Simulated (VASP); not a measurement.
Runs of VASP 6.6.1 on WC. The structure is that of space group P-6m2 (No. 187), or close to it. The cells are those of the table. 

```tsv
task	potentials or basis	cell	cutoff (eV)	gap on the mesh (eV)	pressure (GPa)
electric field gradients	VASP PAW PBE potentials, release 64 (W_sv, C_h)	a = 2.939, b = 2.939, c = 2.866 Å, angles 90.0, 90.0, 120.0°, 2 atoms	910	none	(b)
single point	VASP PAW PBE potentials, release 64 (W_sv, C)	a = 2.901, b = 2.901, c = 2.857 Å, angles 90.0, 90.0, 120.0°, 2 atoms	520	none	-3.9
electric field gradients	VASP PAW PBE potentials, release 64 (W_sv, C_h)	a = 2.891, b = 2.891, c = 2.820 Å, angles 90.0, 90.0, 120.0°, 2 atoms	910	none	4.7
single point	VASP PAW PBE potentials, release 64 (W_sv, C)	a = 2.939, b = 2.939, c = 2.866 Å, angles 90.0, 90.0, 120.0°, 2 atoms	520	none	-14.3
electric field gradients	VASP PAW PBE potentials, release 64 (W_sv, C)	a = 2.841, b = 2.841, c = 2.771 Å, angles 90.0, 90.0, 120.0°, 2 atoms	520	none	(a)
```

Alike in all rows: level PBEsol; no spin polarisation; k mesh 14 × 14 × 13; smearing fermi-dirac 0.05 eV.

Q: Estimate the missing entries.

A: (a) 29.7; (b) -14.5.

Caveats: the PAW data sets were made with another functional, which shifts forces and pressure a little; spin-orbit coupling is left out, which moves the levels of the heavy elements; the cell stands under tension (at least some runs); the cutoff is under 1.25 times the usual one of these potentials, so pressure, stress and relaxed cells hold a basis-set (Pulay) error (at least some runs); the cell stands under pressure (at least some runs).

A k mesh can miss the band edges, and the runs leave out spin-orbit coupling on W.

A gap of «none» marks levels without a gap at the run's occupations.
